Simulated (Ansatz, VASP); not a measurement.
**Cd5HgSe6: VASP beside Ansatz**

The input INCAR:

```
SYSTEM = Cd5HgSe6
  PREC = Accurate
  ENCUT = 520
  EDIFF = 1E-6
  ISMEAR = 0
  SIGMA = 0.2
  LREAL = .False.
  LASPH = .True.
  NELM = 100
  ALGO = Normal
  ISIF = 2
  LWAVE = .False.
  LCHARG = .False.
  GGA = PE
  NBANDS = 66
```

The input KPOINTS:

```
regular mesh
0
Gamma
  6 6 1
  0 0 0
```

POSCAR

```
Cd5HgSe6
1.0
    4.3907438160      0.0000000000      0.0000000000
   -2.1953719080      3.8024956862      0.0000000000
    0.0000000000      0.0000000000     21.5005207000
Cd Hg Se
5 1 6
Direct
    0.3333333333      0.6666666667      0.0009460000
    0.3333333333      0.6666666667      0.6686480000
    0.6666666667      0.3333333333      0.1669760000
    0.6666666667      0.3333333333      0.5023680000
    0.6666666667      0.3333333333      0.8347890000
    0.3333333333      0.6666666667      0.3353630000
    0.3333333333      0.6666666667      0.1260380000
    0.3333333333      0.6666666667      0.4614540000
    0.3333333333      0.6666666667      0.7937320000
    0.6666666667      0.3333333333      0.2922580000
    0.6666666667      0.3333333333      0.6275530000
    0.6666666667      0.3333333333      0.9598740000
```

Input for Ansatz:

```yaml
crystal:
  lattice:
    - [4.390743816, 0.0, 0.0]
    - [-2.195371908, 3.8024956862, 0.0]
    - [0.0, 0.0, 21.5005207]
  atoms:
    - { symbol: Cd, position: [0.3333333333, 0.6666666667, 0.000946] }
    - { symbol: Cd, position: [0.3333333333, 0.6666666667, 0.668648] }
    - { symbol: Cd, position: [0.6666666667, 0.3333333333, 0.166976] }
    - { symbol: Cd, position: [0.6666666667, 0.3333333333, 0.502368] }
    - { symbol: Cd, position: [0.6666666667, 0.3333333333, 0.834789] }
    - { symbol: Hg, position: [0.3333333333, 0.6666666667, 0.335363] }
    - { symbol: Se, position: [0.3333333333, 0.6666666667, 0.126038] }
    - { symbol: Se, position: [0.3333333333, 0.6666666667, 0.461454] }
    - { symbol: Se, position: [0.3333333333, 0.6666666667, 0.793732] }
    - { symbol: Se, position: [0.6666666667, 0.3333333333, 0.292258] }
    - { symbol: Se, position: [0.6666666667, 0.3333333333, 0.627553] }
    - { symbol: Se, position: [0.6666666667, 0.3333333333, 0.959874] }
basis:
  ecutwfc: 420
kpoints:
  mp_grid: { grid: [6, 6, 1] }
hamiltonian:
  xc: pbe
scf:
  occupations: { method: gaussian, width: 0.2 }
  lower_state_search: "off"
output:
  forces: true
  stress: true
  eigenvalues: true
```

Alike in both runs: task single point; functional PBE; k mesh 6 × 6 × 1; occupations gaussian, width 0.2 eV; no spin polarisation.

|  | VASP | Ansatz |
| --- | --- | --- |
| version | VASP 6.6.1 | Ansatz 0.2.0 |
| potentials or method | VASP PAW PBE potentials, release 64 (Cd, Hg, Se), cutoff 520 eV | scalar-relativistic, plane waves, PAW |
| valence electrons in the cell | 108 | 216 |

```csv
,VASP,Ansatz,Ansatz less VASP
gap on the k mesh at the Fermi level (eV),0.15,0.15,+0.003
least direct gap on the mesh (eV),0.15,0.15,+0.003
pressure (GPa),0.3,0.0,-0.24
rms of the force components (eV/Å),0.005,0.005,-0.0002
```

Atom by atom the forces differ by 0.001 eV/Å (rms over components). VASP's potentials hold 108 valence electrons a cell and Ansatz's 216, so a difference there can come from the potentials and not from the codes.

Neither program's run includes spin-orbit coupling.
